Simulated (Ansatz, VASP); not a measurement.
# Te in VASP and in Ansatz

```
Te
1.0
     3.25001    0.00000    0.00000
     0.00000    3.25001    0.00000
     0.00000    0.00000    3.25001
Te
1
Direct
  0.00000 0.00000 0.00000
```

Alike in both runs: task single point; functional BLYP; k mesh 11 × 11 × 11; occupations fermi-dirac, width 0.1 eV; no spin polarisation.

|  | VASP | Ansatz |
| --- | --- | --- |
| version | VASP 6.6.1 | Ansatz 0.2.0 |
| potentials or method | VASP PAW PBE potentials, release 64 (Te), cutoff 520 eV | plane waves (420 eV) with PAW, scalar-relativistic |
| valence electrons in the cell | 6 | 16 |

Ansatz gave:

```
pressure (GPa) : 1.7
```

Problem. What did VASP give for the same quantities?

Solution. Pressure (GPa): 1.8.

VASP's potentials were made for PBE, not for BLYP. VASP's potentials hold 6 valence electrons a cell and Ansatz's 16, so a difference there can come from the potentials and not from the codes.

Spin-orbit coupling is off throughout.
